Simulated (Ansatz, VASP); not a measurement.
## C in VASP and in Ansatz

```
C
1.0
     2.51122    0.00000    0.00000
    -1.25561    2.17478    0.00000
     0.00000    0.00000    4.24301
C
4
Direct
  0.33333 0.66667 0.99961
  0.66667 0.33333 0.49961
  0.33333 0.66667 0.37439
  0.66667 0.33333 0.87439
```

Change from the starting cell: strained cell.

Alike in both runs: functional PBE; k mesh 9 × 9 × 6; occupations gaussian, width 0.02 eV; no spin polarisation.

Ansatz relaxed the structure, and its values are those at the end. VASP's run is a single point on that final structure, the one shown.

|  | VASP | Ansatz |
| --- | --- | --- |
| version | VASP 6.6.1 | Ansatz 0.2.0 |
| potentials or method | VASP PAW PBE potentials, release 64 (C), cutoff 520 eV | scalar-relativistic, plane waves, PAW |
| valence electrons in the cell | 16 | 16 |

VASP gave:

```
gap on the k mesh at the Fermi level (eV) : 3.40
least direct gap on the mesh (eV)         : 4.88
pressure (GPa)                            : -5.5
rms of the force components (eV/Å)        : 0.006
```

Q: Estimate Ansatz's values.

A: gap on the k mesh at the Fermi level (eV): 3.42; least direct gap on the mesh (eV): 4.89; pressure (GPa): -6.1; rms of the force components (eV/Å): 0.001.

With one functional, cell and mesh, what is left measures potentials, basis and numerics. Ansatz's warnings: stress scf threshold loose.
